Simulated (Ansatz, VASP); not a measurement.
# CsSnI3: VASP beside Ansatz

```
Cs Sn I
1.0
     6.24149    0.00000    0.00000
     0.00000    6.24149    0.00000
     0.00000    0.00000    5.99183
Cs Sn I
1 1 3
Direct
  0.00000 0.00000 0.00000
  0.50000 0.50000 0.50000
  0.50000 0.50000 0.00000
  0.50000 0.00000 0.50000
  0.00000 0.50000 0.50000
```

Change from the starting cell: uniaxial_z strain -4.0%.

Alike in both runs: task single point; functional HSE06; k mesh 2 × 2 × 2; occupations fermi-dirac, width 0.02 eV; no spin polarisation.

|  | VASP | Ansatz |
| --- | --- | --- |
| version | VASP 6.6.1 | Ansatz 0.2.0 |
| potentials or method | VASP PAW PBE potentials, release 64 (Cs_sv, Sn_d, I) | plane waves, PAW |
| plane-wave cutoff (eV) | 520 | 420 |
| valence electrons in the cell | 44 | 74 |

```csv
,VASP,Ansatz,Ansatz less VASP
pressure (GPa),2.4,2.4,+0.04
"traceless stress, the component that is largest in VASP (GPa)",1.43,1.43,0.000
```

VASP's potentials hold 44 valence electrons a cell and Ansatz's 74, so a difference there can come from the potentials and not from the codes. Ansatz's warnings: stress exchange threshold loose, stress scf threshold loose.

The k mesh is coarse, so the values compare programs but aren't converged. Neither program's run includes spin-orbit coupling.
